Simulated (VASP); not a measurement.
HfTi3N4, 8 atoms in the cell. It takes space group Pm-3m (No. 221, cubic). Conventional cell: a = 4.344 Å, b = 4.344 Å, c = 4.344 Å, α = 90.00°, β = 90.00°, γ = 90.00°. Within 2.9 Å of Hf (site symmetry m-3m) lie 6 N at 2.17 Å. Ti (site symmetry 4/mmm) has 6 N at 2.17 Å within 2.9 Å. N (site symmetry m-3m) has 6 Ti at 2.17 Å within 2.9 Å. N (site symmetry 4/mmm) has 2 Hf at 2.17 Å and 4 Ti at 2.17 Å within 2.9 Å. 

- Program: VASP 6.6.1
- Task: single point
- Functional: PBE
- Potentials or basis: VASP PAW PBE potentials, release 64 (Hf_pv, Ti_sv, N)
- Cutoff: 520 eV
- k mesh: 10 × 10 × 10
- Occupations: fermi-dirac, width 0.15 eV
- Spin: no spin polarisation
- Dipole correction: no
- Further INCAR settings: ALGO = Normal; EDIFF = 1e-06; NBANDS = 43

Potentials or basis: VASP PAW PBE potentials, release 64 (Hf_pv, Ti_sv, N).

The run is started by

```bash
$ cat potpaw_PBE.64/Hf_pv/POTCAR potpaw_PBE.64/Ti_sv/POTCAR potpaw_PBE.64/N/POTCAR > POTCAR
$ mpirun -np 1 vasp_std > vasp.out
```

Hardware: 1 thread of Intel(R) Xeon(R) 6975P-C (Granite Rapids), with other jobs on the host.

**Question.** How long does it take, and how much memory?

**Answer.** Run time: 87 s on 1 thread of Intel(R) Xeon(R) 6975P-C (Granite Rapids) (shared host), peak memory 0.29 GiB. Counts: scf iterations 17, k points 56.
